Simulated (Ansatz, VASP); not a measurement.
## One calculation of CdHg2Se3, two programs

The input INCAR:

```
PREC = Accurate
ENCUT = 500
EDIFF = 1E-7
ISMEAR = 0
SIGMA = 0.1
LREAL = False
LASPH = True
NELM = 120
ALGO = Normal
ISIF = 3
LWAVE = False
LCHARG = False
GGA = PE
IBRION = 2
NSW = 90
EDIFFG = -0.04
GGA_COMPAT = False
NELMIN = 4
```

File KPOINTS:

```
regular mesh
0
Gamma
  6 6 1
```

POSCAR

```
CdHg2Se3
1.0
    4.2508138400      0.0000000000      0.0000000000
   -2.1254069200      3.6813127700      0.0000000000
    0.0000000000      0.0000000000     20.8121271100
Cd Hg Se
2 4 6
Direct
    0.6666666700      0.3333333300      0.6666666700
    0.3333333300      0.6666666700      0.1666666700
    0.6666666700      0.3333333300      0.0000000000
    0.6666666700      0.3333333300      0.3333333300
    0.3333333300      0.6666666700      0.5000000000
    0.3333333300      0.6666666700      0.8333333300
    0.6666666700      0.3333333300      0.1250000000
    0.6666666700      0.3333333300      0.4583333300
    0.6666666700      0.3333333300      0.7916666700
    0.3333333300      0.6666666700      0.2916666700
    0.3333333300      0.6666666700      0.6250000000
    0.3333333300      0.6666666700      0.9583333300
```

Input for Ansatz:

```yaml
crystal:
  lattice:
    - [4.25081384, 0.0, 0.0]
    - [-2.12540692, 3.68131277, 0.0]
    - [0.0, 0.0, 20.81212711]
  atoms:
    - { symbol: Cd, position: [0.66666667, 0.33333333, 0.66666667] }
    - { symbol: Cd, position: [0.33333333, 0.66666667, 0.16666667] }
    - { symbol: Hg, position: [0.66666667, 0.33333333, 0.0] }
    - { symbol: Hg, position: [0.66666667, 0.33333333, 0.33333333] }
    - { symbol: Hg, position: [0.33333333, 0.66666667, 0.5] }
    - { symbol: Hg, position: [0.33333333, 0.66666667, 0.83333333] }
    - { symbol: Se, position: [0.66666667, 0.33333333, 0.125] }
    - { symbol: Se, position: [0.66666667, 0.33333333, 0.45833333] }
    - { symbol: Se, position: [0.66666667, 0.33333333, 0.79166667] }
    - { symbol: Se, position: [0.33333333, 0.66666667, 0.29166667] }
    - { symbol: Se, position: [0.33333333, 0.66666667, 0.625] }
    - { symbol: Se, position: [0.33333333, 0.66666667, 0.95833333] }
basis:
  ecutwfc: 420
kpoints:
  mp_grid: { grid: [6, 6, 1] }
hamiltonian:
  xc: pbe
scf:
  occupations: { method: gaussian, width: 0.1 }
  lower_state_search: "off"
output:
  forces: true
  stress: true
  eigenvalues: true
relax:
  adjacent_minimum: "off"
  f_tol: 0.04
  max_steps: 70
  cell: { stress_tol: 0.4 }
```

Alike in both runs: task relaxation of cell and atoms; functional PBE; k mesh 6 × 6 × 1; occupations gaussian, width 0.1 eV; no spin polarisation.

|  | VASP | Ansatz |
| --- | --- | --- |
| version | VASP 6.6.1 | Ansatz 0.2.0 |
| potentials or method | VASP PAW PBE potentials, release 64 (Cd, Hg, Se), cutoff 500 eV | scalar-relativistic, plane waves, PAW |
| valence electrons in the cell | 108 | 216 |

Ansatz gave:

| Item | Value |
| --- | --- |
| gap on the k mesh at the Fermi level, each at its own relaxed structure (eV) | none |
| relaxed volume (Å³/atom) | 30.57 |
| relaxed cell length with the largest relative difference (Å) | 4.421 |

Problem. Which values does VASP return?

Solution. gap on the k mesh at the Fermi level, each at its own relaxed structure (eV): none; relaxed volume (Å³/atom): 30.47; relaxed cell length with the largest relative difference (Å): 4.415.

A gap of «none» marks a metal or a gap that the smearing closes. VASP's potentials hold 108 valence electrons a cell and Ansatz's 216, so a difference there can come from the potentials and not from the codes.

Neither program's run includes spin-orbit coupling.
